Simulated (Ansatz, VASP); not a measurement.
## Two plane-wave programs on InP

```
In P
1.0
     0.00000    2.85017    2.85017
     2.85017    0.00000    2.85017
     2.85017    2.85017    0.00000
In P
1 1
Direct
  0.00000 0.00000 0.00000
  0.25000 0.25000 0.25000
```

Alike in both runs: task single point; functional PBE; k mesh 6 × 6 × 6; no spin polarisation.

|  | VASP | Ansatz |
| --- | --- | --- |
| version | VASP 6.6.1 | Ansatz 0.2.0 |
| potentials or method | VASP PAW PBE potentials, release 64 (In_d, P), cutoff 520 eV | plane waves, PAW |
| occupations | gaussian, width 0.01 eV | fixed |
| valence electrons in the cell | 18 | 18 |

```csv
,VASP,Ansatz,Ansatz less VASP
pressure (GPa),10.7,10.8,+0.09
```

Ansatz's warnings: stress scf threshold loose.
